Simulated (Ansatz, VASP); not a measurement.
## One calculation of SiNi3, two programs

```
Ni Si
1.0
     3.54200    0.00000    0.00000
     0.00000    3.54200    0.00000
     0.00000    0.00000    3.54200
Ni Si
3 1
Direct
  0.50000 0.50000 0.00000
  0.50000 0.00000 0.50000
  0.00000 0.50000 0.50000
  0.00000 0.00000 0.00000
```

Alike in both runs: task single point; functional PBE; k mesh 6 × 6 × 6; occupations fermi-dirac, width 0.05 eV; collinear spin; fixed moment 2.2 μB.

|  | VASP | Ansatz |
| --- | --- | --- |
| version | VASP 6.6.1 | Ansatz 0.2.0 |
| potentials or method | VASP PAW PBE potentials, release 64 (Ni_sv_GW, Si) | Ansatz PAW |
| plane-wave cutoff (eV) | 690 | 420 |
| valence electrons in the cell | 58 | 58 |

|  | VASP | Ansatz | Ansatz less VASP |
| --- | --- | --- | --- |
| pressure (GPa) | -2.3 | -1.5 | +0.79 |
| net moment per atom (μB) | 0.55 | 0.55 | 0.000 |
| size of the moment on the site where the two differ most (μB) | 0.06 | 0.06 | +0.005 |

Site moments also hang on the region over which each program counts them.
